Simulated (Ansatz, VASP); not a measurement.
CdS: VASP beside Ansatz

```xyz
4
Lattice="4.1688 0.0000 0.0000 -2.0844 3.6103 0.0000 0.0000 0.0000 6.7796" Properties=species:S:1:pos:R:3 pbc="T T T"
Cd    2.0844    1.2034    3.3913
Cd    0.0000    2.4069    0.0015
S     2.0844    1.2034    5.9442
S     0.0000    2.4069    2.5544
```

Alike in both runs: task electric field gradients; functional r2SCAN; k mesh 8 × 8 × 5; occupations fermi-dirac, width 0.02 eV; no spin polarisation.

```csv
,VASP,Ansatz
version,VASP 6.6.1,Ansatz 0.2.0
potentials or method,"VASP PAW PBE potentials, release 64 (Cd, S)","PAW with Ansatz's default frozen-core files, scalar-relativistic"
plane-wave cutoff (eV),520,500
valence electrons in the cell,36,52
```

|  | VASP | Ansatz | Ansatz less VASP |
| --- | --- | --- | --- |
| gap on the k mesh at the Fermi level (eV) | 1.61 | 1.62 | +0.006 |
| pressure (GPa) | 0.0 | -0.3 | -0.30 |
| rms of the force components (eV/Å) | 0.003 | 0.004 | +0.0002 |
| size of Vzz on the site where it differs most (V/Å²) | 3.0 | 2.9 | -0.10 |

VASP's potentials were made for PBE, not for r2SCAN. Atom by atom the forces differ by 0.000 eV/Å (rms over components). VASP's potentials hold 36 valence electrons a cell and Ansatz's 52, so a difference there can come from the potentials and not from the codes.
